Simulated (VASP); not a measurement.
MgCd2O3: relaxation of cell and atoms with PBE

Crystal: MgCd2O3.

```
Mg Cd O
1.0
     5.30000   -3.07500    0.00000
     5.30000    3.07500    0.00000
     0.00000    0.00000    5.30000
Mg Cd O
2 4 6
Direct
  0.16800 0.83200 0.00500
  0.83200 0.16800 0.50500
  0.17000 0.49000 0.50000
  0.51000 0.83000 0.50000
  0.83000 0.51000 0.00000
  0.49000 0.17000 0.00000
  0.16500 0.52500 0.10000
  0.47500 0.83500 0.10000
  0.13500 0.86500 0.63500
  0.52500 0.16500 0.60000
  0.83500 0.47500 0.60000
  0.86500 0.13500 0.13500
```

| Property | Result |
| --- | --- |
| Program | VASP 6.6.1 |
| Task | relaxation of cell and atoms |
| Functional | PBE |
| Potentials or basis | VASP PAW PBE potentials, release 64 (Mg, Cd, O) |
| Cutoff | 600 eV |
| k mesh | 2 × 2 × 2 |
| Occupations | gaussian, width 0.15 eV |
| Spin | no spin polarisation |
| Dipole correction | no |
| Further INCAR settings | ALGO = Normal; EDIFF = 1e-07; IBRION = 2; EDIFFG = -0.08; NSW = 36; ISIF = 3 |

The relaxed volume is 15.16 Å³/atom. The relaxed cell is a = 6.167 Å, b = 6.167 Å, c = 5.512 Å, α = 90.00°, β = 90.00°, γ = 60.22°, the space group after relaxing (to 0.05 Å) is Cmc2_1 (No. 36) and the energy gained by relaxing is 50.8 meV/atom. The ionic steps are 8. The pressure after relaxing is 0.0 GPa. The largest force after relaxing is 0.062 eV/Å. The band gap on the k mesh is 0.84 eV, direct.

Forces in eV/Å, atoms in the order of the input:
```
Mg   0.000 -0.062 -0.003
Mg   0.000  0.062 -0.003
Cd   0.002  0.028 -0.017
Cd  -0.002  0.028 -0.017
Cd  -0.002 -0.028 -0.017
Cd   0.002 -0.028 -0.017
O   -0.024 -0.008  0.012
O    0.024 -0.008  0.012
O    0.000 -0.008  0.015
O   -0.024  0.008  0.012
O    0.024  0.008  0.012
O    0.000  0.008  0.015
```

Stress tensor (GPa, compression positive):
```
 0.03  0.00  0.00
 0.00 -0.18  0.00
 0.00  0.00  0.21
```

The path:
```
step  energy change (eV)  largest force (eV/Å)  pressure (GPa)  volume (Å³)
   1              0.0000                1.2642            6.95       172.75
   2             -0.4601                0.5566           -3.27       188.77
   3             -0.4876                0.5928           -1.58       185.30
   4             -0.5802                0.2776           -0.52       183.05
   5             -0.5964                0.2540            0.23       181.67
   6             -0.6062                0.1114           -0.01       182.02
   7             -0.6072                0.0988           -0.11       182.17
   8             -0.6100                0.0620            0.02       181.94
```

Final structure:
```
Mg Cd O
1.0
     5.33490   -3.09375    0.00000
     5.33490    3.09375    0.00000
     0.00000    0.00000    5.51168
Mg Cd O
2 4 6
Direct
  0.15758 0.84242 0.99608
  0.84242 0.15758 0.49608
  0.16825 0.50631 0.50742
  0.49369 0.83175 0.50742
  0.83175 0.49369 0.00742
  0.50631 0.16825 0.00742
  0.16571 0.52895 0.09631
  0.47105 0.83429 0.09631
  0.13692 0.86308 0.63647
  0.52895 0.16571 0.59631
  0.83429 0.47105 0.59631
  0.86308 0.13692 0.13647
```

Levels at points of the mesh, in eV from the valence-band top:
| k point | band 40 | band 41 | band 42 | band 43 | band 44 | band 45 | band 46 | band 47 | band 48 | band 49 |
| --- | --- | --- | --- | --- | --- | --- | --- | --- | --- | --- |
| (0.00, 0.00, 0.00) | -0.42 | -0.36 | -0.10 | -0.03 | 0.00 | 0.84 | 4.70 | 6.12 | 6.15 | 7.27 |
| (0.50, 0.00, 0.00) | -0.58 | -0.47 | -0.43 | -0.36 | -0.30 | 3.24 | 3.41 | 5.28 | 6.29 | 6.73 |
| (0.50, 0.50, 0.00) | -0.59 | -0.58 | -0.49 | -0.31 | -0.25 | 3.17 | 3.62 | 4.90 | 6.17 | 6.48 |
| (0.00, 0.00, 0.50) | -0.37 | -0.22 | -0.22 | -0.12 | -0.12 | 3.16 | 3.16 | 6.95 | 6.95 | 7.35 |
| (0.50, 0.00, 0.50) | -0.73 | -0.46 | -0.46 | -0.40 | -0.40 | 4.45 | 4.45 | 4.65 | 4.65 | 5.98 |
| (0.50, 0.50, 0.50) | -0.71 | -0.48 | -0.48 | -0.33 | -0.33 | 4.37 | 4.37 | 4.84 | 4.84 | 5.87 |

Run time: 8.5 min on 1 thread of Intel(R) Xeon(R) Platinum 8375C CPU @ 2.90GHz (Ice Lake), on a shared host, peak memory 0.36 GiB.

Caveat: the k points lie up to 0.59 Å⁻¹ apart in the final cell; the relaxation stopped at a loose force limit of 0.08 eV/Å, so its end isn't a converged minimum. PBE gaps usually lie below the measured ones, often by a third to a half.
